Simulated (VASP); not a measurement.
# CsSnI3 (Pm-3m) in VASP: notebook

Runs on CsSnI3. Level: PBE. Tasks: single point.

All numbers are computed with VASP 6.6.1; they aren't measurements. Logs are shortened: lines on timing, memory, paths and dates and some standing lists are left out, and cuts for length are marked.

## 1. The cell of the first run

Symmetry: Pm-3m, No. 221, cubic system. The conventional cell has a = 4.761 Å, b = 4.761 Å, c = 4.761 Å, α = 90.00°, β = 90.00°, γ = 90.00°. Cs (site symmetry m-3m) has 12 I at 3.37 Å and 8 Sn at 4.12 Å within 4.4 Å. Sn (site symmetry m-3m) has 6 I at 2.38 Å within 3.1 Å. Within 3.1 Å of I (site symmetry 4/mmm) lie 2 Sn at 2.38 Å.

## 2. Single point, PBE

File INCAR:

```
SYSTEM = CsSnI3
ALGO = Normal
EDIFF = 1E-6
ENCUT = 520
GGA = PE
ISIF = 2
ISMEAR = 0
LASPH = .TRUE.
LCHARG = .FALSE.
LREAL = .FALSE.
LWAVE = .FALSE.
NBANDS = 30
NELM = 100
PREC = Accurate
SIGMA = 0.1
```

File KPOINTS:

```
k-points
0
G
  8 8 8
  0 0 0
```

File POSCAR:

```
CsSnI3
1.0
    4.7610142209      0.0000000000      0.0000000000
    0.0000000000      4.7610142209      0.0000000000
    0.0000000000      0.0000000000      4.7610142209
Cs Sn I
1 1 3
Direct
    0.0000000000      0.0000000000      0.0000000000
    0.5000000000      0.5000000000      0.5000000000
    0.0000000000      0.5000000000      0.5000000000
    0.5000000000      0.0000000000      0.5000000000
    0.5000000000      0.5000000000      0.0000000000
```

Potentials or basis: VASP PAW PBE potentials, release 64 (Cs_sv, Sn_d, I).

Run with:

```bash
$ cat potpaw_PBE.64/Cs_sv/POTCAR potpaw_PBE.64/Sn_d/POTCAR potpaw_PBE.64/I/POTCAR > POTCAR
$ mpirun -np 1 vasp_std > vasp.out
```

OUTCAR:

```text
SYSTEM = CsSnI3
   EDIFF = 1E-6
   ENCUT = 520
   GGA = PE
   ISIF = 2
   ISMEAR = 0
   LASPH = .TRUE.
   LREAL = .FALSE.
   NELM = 100
   PREC = Accurate

 ion  position               nearest neighbor table
   1  0.000  0.000  0.000-   3 3.37   4 3.37   5 3.37   3 3.37   4 3.37   3 3.37   5 3.37   3 3.37
                             4 3.37   5 3.37   4 3.37   5 3.37
   2  0.500  0.500  0.500-   3 2.38   4 2.38   5 2.38   5 2.38   4 2.38   3 2.38
   3  0.000  0.500  0.500-   2 2.38   2 2.38   4 3.37   5 3.37   1 3.37   5 3.37   1 3.37   4 3.37
                             1 3.37   1 3.37   4 3.37   5 3.37   5 3.37   4 3.37
   4  0.500  0.000  0.500-   2 2.38   2 2.38   3 3.37   5 3.37   1 3.37   5 3.37   1 3.37   3 3.37
                             5 3.37   5 3.37   1 3.37   3 3.37   1 3.37   3 3.37
   5  0.500  0.500  0.000-   2 2.38   2 2.38   3 3.37   4 3.37   1 3.37   3 3.37   4 3.37   1 3.37
                             4 3.37   4 3.37   1 3.37   3 3.37   3 3.37   1 3.37

  LATTYP: Found a simple cubic cell.
 ALAT       =     4.7610142209

  Lattice vectors:

 A1 = (   4.7610142209,   0.0000000000,   0.0000000000)
 A2 = (   0.0000000000,   4.7610142209,   0.0000000000)
 A3 = (   0.0000000000,   0.0000000000,   4.7610142209)

Analysis of symmetry for initial positions (statically):
=====================================================================
 Subroutine PRICEL returns:
 Original cell was already a primitive cell.

 Routine SETGRP: Setting up the symmetry group for a
 simple cubic supercell.

 Subroutine GETGRP returns: Found 48 space group operations
[... 9 lines left out ...]

 Routine SETGRP: Setting up the symmetry group for a
 simple cubic supercell.

 Subroutine GETGRP returns: Found 48 space group operations
[... 11 lines left out ...]
                                     Primitive cell

  volume of cell :     107.9191

  direct lattice vectors                    reciprocal lattice vectors
     4.761014221  0.000000000  0.000000000     0.210039280  0.000000000  0.000000000
     0.000000000  4.761014221  0.000000000     0.000000000  0.210039280  0.000000000
     0.000000000  0.000000000  4.761014221     0.000000000  0.000000000  0.210039280

  length of vectors
     4.761014221  4.761014221  4.761014221     0.210039280  0.210039280  0.210039280

  position of ions in fractional coordinates (direct lattice)
     0.000000000  0.000000000  0.000000000
     0.500000000  0.500000000  0.500000000
     0.000000000  0.500000000  0.500000000
     0.500000000  0.000000000  0.500000000
     0.500000000  0.500000000  0.000000000

  ion indices of the primitive-cell ions
   primitive index   ion index
                 1           1
                 2           2
                 3           3
                 4           4
                 5           5

----------------------------------------------------------------------------------------

 KPOINTS: k-points

Automatic generation of k-mesh.
 Grid dimensions read from file:
 generate k-points for:    8    8    8

 Generating k-lattice:

  Cartesian coordinates                     Fractional coordinates (reciprocal lattice)
     0.026254910  0.000000000  0.000000000     0.125000000  0.000000000  0.000000000
     0.000000000  0.026254910  0.000000000     0.000000000  0.125000000  0.000000000
     0.000000000  0.000000000  0.026254910     0.000000000  0.000000000  0.125000000

  Length of vectors
     0.026254910  0.026254910  0.026254910

  Shift w.r.t. Gamma in fractional coordinates (k-lattice)
     0.000000000  0.000000000  0.000000000

 Subroutine IBZKPT returns following result:
 ===========================================

 Found     35 irreducible k-points:

 Following reciprocal coordinates:
            Coordinates               Weight
  0.000000  0.000000  0.000000      1.000000
  0.125000  0.000000  0.000000      6.000000
  0.250000  0.000000  0.000000      6.000000
  0.375000  0.000000  0.000000      6.000000
  0.500000  0.000000  0.000000      3.000000
  0.125000  0.125000  0.000000     12.000000
[... 16 lines left out ...]
  0.375000  0.375000  0.125000     24.000000
  0.500000  0.375000  0.125000     24.000000
 [... further k-points ...]
   k-points           NKPTS =     35   k-points in BZ     NKDIM =     35   number of bands    NBANDS=     30
   number of dos      NEDOS =    301   number of ions     NIONS =      5
   total plane-waves  NPLWV =  46656
   dimension x,y,z NGX =    36 NGY =   36 NGZ =   36
   dimension x,y,z NGXF=    72 NGYF=   72 NGZF=   72
   ions per type =               1   1   3
   NGX,Y,Z   is equivalent  to a cutoff of  12.57, 12.57, 12.57 a.u.
   NGXF,Y,Z  is equivalent  to a cutoff of  25.14, 25.14, 25.14 a.u.
 SYSTEM =  CsSnI3
   PREC   = accura    normal or accurate (medium, high low for compatibility)
   ISTART =      0    job   : 0-new  1-cont  2-samecut
   ICHARG =      2    charge: 1-file 2-atom 10-const
   ISPIN  =      1    spin polarized calculation?
   LNONCOLLINEAR =      F non collinear calculations
   LSORBIT =      F    spin-orbit coupling
   LASPH  =      T    aspherical Exc in radial PAW
   ENCUT  =  520.0 eV  38.22 Ry    6.18 a.u.   8.85  8.85  8.85*2*pi/ulx,y,z
   NELM   =    100;   NELMIN=  2; NELMDL= -5     # of ELM steps
   EDIFF  = 0.1E-05   stopping-criterion for ELM
   LREAL  =      F    real-space projection
   EDIFFG = 0.1E-04   stopping-criterion for IOM
   NSW    =      0    number of steps for IOM
   IBRION =     -1    ionic relax: 0-MD 1-quasi-New 2-CG
   NFREE  =      0    steps in history (QN), initial steepest desc. (CG)
   ISIF   =      2    stress and relaxation
   ISYM   =      2    0-nonsym 1-usesym 2-fastsym
   POTIM  = 0.5000    time-step for ionic-motion
   TEBEG  =    0.0;   TEEND  =   0.0 temperature during run
   PSTRESS=    0.0 pullay stress
   NELECT =      44.0000    total number of electrons
   NUPDOWN=      -1.0000    fix difference up-down
   EMIN   =  10.00;   EMAX   =-10.00  energy-range for DOS
   EFERMI =   0.00;   METHOD = LEGACY
   ISMEAR =     0;   SIGMA  =   0.10  broadening in eV -4-tet -1-fermi 0-gaus
   EFERMI_NEDOS =   21; number of points for ismear=-14 and -15
   IALGO  =     38    algorithm
   IMIX   =      4    mixing-type and parameters
     AMIX     =   0.40;   BMIX     =  1.00
     AMIX_MAG =   1.60;   BMIX_MAG =  1.00
  volume/ion in A,a.u.               =      21.58       145.65
  Fermi-wavevector in a.u.,A,eV,Ry     =   1.213928  2.293991 20.049832  1.473621
  Thomas-Fermi vector in A             =   2.349364
   LORBIT       =      0    0 simple, 1 ext, 2 COOP (PROOUT), +10 PAW based schemes
   GGA     = PE    functional components
   LHFCALC =     F    Hartree Fock is set to
   AEXX    =    0.0000 exact exchange contribution
   IVDW    =     0    specifies the selected vdW correction
   LEPSILON=     F    determine dielectric tensor
   LRPA    =     F    only Hartree local field effects (RPA)
 non-spin polarized calculation
 Gauss-broadening in eV      SIGMA  =   0.10
  energy-cutoff  :      520.00
  volume of cell :      107.92
 maximum number of plane-waves:      2945
 NGX is ok and might be reduce to    36
   NGX = 17   NGY = 17   NGZ = 17

 number of electron      44.0000002 magnetization

 Free energy of the ion-electron system (eV)
  ---------------------------------------------------
  ext. energy  EPLUGINS =         0.00000000
  ---------------------------------------------------
  free energy    TOTEN  =         3.81468533 eV

  energy without entropy =        3.82087649  energy(sigma->0) =        3.81778091

 E-fermi :  13.1501     XC(G=0): -11.2904

 val. band max:       13.1454063547   @ k =   0.1250   0.0000   0.0000
 cond. band min:      13.1931091194   @ k =   0.5000   0.5000   0.3750
 fundamental gap:      0.0477027647
 Fermi energy:        13.1500984234

 k-point     1 :       0.0000    0.0000    0.0000
  band No.  band energies     occupation
      1     -11.6218      2.00000
      2     -11.6218      2.00000
      3     -11.1022      2.00000
      4     -11.1022      2.00000
      5     -11.1022      2.00000
      6     -10.6123      2.00000
[... 22 lines left out ...]
     29      17.9017      0.00000
     30      17.9017      0.00000

 k-point     2 :       0.1250    0.0000    0.0000
  band No.  band energies     occupation
      1     -11.6217      2.00000
      2     -11.6150      2.00000
      3     -11.1048      2.00000
      4     -11.1048      2.00000
      5     -11.1022      2.00000
      6     -10.5969      2.00000
[... 22 lines left out ...]
     29      17.3085      0.00000
     30      18.1554      0.00000

 k-point     3 :       0.2500    0.0000    0.0000
  band No.  band energies     occupation
      1     -11.6214      2.00000
      2     -11.5985      2.00000
      3     -11.1110      2.00000
      4     -11.1110      2.00000
      5     -11.1022      2.00000
      6     -10.5590      2.00000
[... 22 lines left out ...]
     29      17.5177      0.00000
     30      18.8226      0.00000

 k-point     4 :       0.3750    0.0000    0.0000
  band No.  band energies     occupation
      1     -11.6212      2.00000
      2     -11.5821      2.00000
      3     -11.1173      2.00000
      4     -11.1173      2.00000
      5     -11.1022      2.00000
      6     -10.5202      2.00000
[... 22 lines left out ...]
     29      16.2760      0.00000
     30      18.7231      0.00000

 k-point     5 :       0.5000    0.0000    0.0000
  band No.  band energies     occupation
      1     -11.6211      2.00000
      2     -11.5753      2.00000
      3     -11.1198      2.00000
      4     -11.1198      2.00000
      5     -11.1022      2.00000
      6     -10.5038      2.00000
[... 22 lines left out ...]
     29      17.9006      0.00000
     30      17.9006      0.00000
[... 526 lines left out ...]
     29      17.6949      0.00000
     30      18.2130      0.00000

 k-point    22 :       0.5000    0.2500    0.1250
  band No.  band energies     occupation
      1     -11.6000      2.00000
      2     -11.5621      2.00000
      3     -11.1329      2.00000
      4     -11.1229      2.00000
      5     -11.1137      2.00000
      6     -10.4627      2.00000
[... 22 lines left out ...]
     29      17.2456      0.00000
     30      17.6411      0.00000

 k-point    23 :       0.3750    0.3750    0.1250
  band No.  band energies     occupation
      1     -11.5949      2.00000
      2     -11.5560      2.00000
      3     -11.1381      2.00000
      4     -11.1202      2.00000
      5     -11.1199      2.00000
      6     -10.4507      2.00000
[... 22 lines left out ...]
     29      17.9376      0.00000
     30      18.0187      0.00000

 k-point    24 :       0.5000    0.3750    0.1250
  band No.  band energies     occupation
      1     -11.5936      2.00000
      2     -11.5497      2.00000
      3     -11.1415      2.00000
      4     -11.1226      2.00000
      5     -11.1199      2.00000
      6     -10.4406      2.00000
[... 22 lines left out ...]
     29      17.5188      0.00000
     30      18.0055      0.00000

 [... further k-points ...]
[... 5 lines left out ...]
  --------------------------------------------------------------------------------------
  -------------------------------------------------------------------------------------
  Total       60.5963424     60.5963424     60.5963424     -0.0000000      0.0000000      0.0000000
  in kB      899.6188720    899.6188720    899.6188720     -0.0000000      0.0000000      0.0000000
  external PRESSURE =     899.6188720 kB  Pullay stress =       0.0000000 kB

 VOLUME and BASIS-vectors are now :
 -----------------------------------------------------------------------------
  energy-cutoff  :      520.00
  volume of cell :      107.92
      direct lattice vectors                 reciprocal lattice vectors
     4.761014221  0.000000000  0.000000000     0.210039280  0.000000000  0.000000000
     0.000000000  4.761014221  0.000000000     0.000000000  0.210039280  0.000000000
     0.000000000  0.000000000  4.761014221     0.000000000  0.000000000  0.210039280

 POSITION                                       TOTAL-FORCE (eV/Angst)
 -----------------------------------------------------------------------------------
      0.00000      0.00000      0.00000         0.000000      0.000000      0.000000
      2.38051      2.38051      2.38051         0.000000      0.000000      0.000000
      0.00000      2.38051      2.38051         0.000000      0.000000      0.000000
      2.38051      0.00000      2.38051         0.000000      0.000000      0.000000
      2.38051      2.38051      0.00000         0.000000      0.000000      0.000000
 -----------------------------------------------------------------------------------
    total drift:                                0.000000      0.000000      0.000000

  FREE ENERGIE OF THE ION-ELECTRON SYSTEM (eV)
  ---------------------------------------------------
  free  energy   TOTEN  =         3.8146853262 eV

  energy  without entropy=        3.8208764864  energy(sigma->0) =        3.81778091
```

Run time: 1.9 min. Hardware: 1 thread of Intel Xeon Platinum 8375C at 2.90GHz (Ice Lake), shared host; peak memory 0.27 GiB.

Results:

```
Free energy            : 3.8147 eV
Pressure               : 90.0 GPa
Band gap on the k mesh : zero (band 22 reaches 13.47 eV, above the bottom of band 23 at 12.91 eV)
```

Caveat: spin-orbit coupling is left out, which moves the levels of the heavy elements.

## 3. Single point, PBE (volume scaled by 0.94)

File INCAR:

```
ALGO     = Normal         # electronic algorithm
EDIFF    = 1E-6           # SCF threshold, eV
ENCUT    = 520            # plane-wave cutoff, eV
GGA      = PE             # functional
ISIF     = 2              # what is computed and relaxed
ISMEAR   = 0              # smearing method
LASPH    = True           # aspherical terms in the spheres
LCHARG   = False          # write CHGCAR
LREAL    = False          # projectors in reciprocal space
LWAVE    = False          # write WAVECAR
NBANDS   = 30             # bands
NELM     = 60             # most SCF steps
PREC     = Accurate       # precision mode
SIGMA    = 0.02           # smearing width, eV
```

File KPOINTS:

```
k-points
0
Gamma
  6 6 6
```

POSCAR, as its differences from that of step 2:

```diff
@@ -2,5 +2,5 @@
 1.0
-    4.7610142209      0.0000000000      0.0000000000
-    0.0000000000      4.7610142209      0.0000000000
-    0.0000000000      0.0000000000      4.7610142209
+    6.1549051973      0.0000000000      0.0000000000
+    0.0000000000      6.1549051973      0.0000000000
+    0.0000000000      0.0000000000      6.1549051973
 Cs Sn I
```

Potentials or basis: VASP PAW PBE potentials, release 64 (Cs_sv, Sn_d, I).

Run with:

```bash
$ cat potpaw_PBE.64/Cs_sv/POTCAR potpaw_PBE.64/Sn_d/POTCAR potpaw_PBE.64/I/POTCAR > POTCAR
$ mpirun -np 1 vasp_std > vasp.out
```

Wall time 2.9 min (1 thread of Oxide Virtual Turin-like, shared host); peak memory 0.37 GiB.

The run converged. Its results:

- Free energy: -13.9787 eV
- Pressure: 1.1 GPa
- Band gap on the k mesh: 0.20 eV, direct

Levels at points of the mesh, in eV from the valence-band top:
| k point | band 18 | band 19 | band 20 | band 21 | band 22 | band 23 | band 24 | band 25 | band 26 | band 27 |
| --- | --- | --- | --- | --- | --- | --- | --- | --- | --- | --- |
| (0.00, 0.00, 0.00) | -2.54 | -2.54 | -2.37 | -2.37 | -2.37 | 2.03 | 2.90 | 2.90 | 3.23 | 3.23 |
| (0.50, 0.00, 0.00) | -2.79 | -2.72 | -2.50 | -2.50 | -1.68 | 0.98 | 3.61 | 3.77 | 4.01 | 4.10 |
| (0.50, 0.50, 0.00) | -2.87 | -2.87 | -2.71 | -1.93 | -0.83 | 0.66 | 0.66 | 3.94 | 4.06 | 4.22 |
| (0.50, 0.50, 0.50) | -2.70 | -1.91 | -1.91 | -1.91 | 0.00 | 0.19 | 0.19 | 0.19 | 2.82 | 3.83 |

Caveat: spin-orbit coupling is left out, which moves the levels of the heavy elements. A k mesh can miss the band edges.

(Continued in part 2 of 2.)
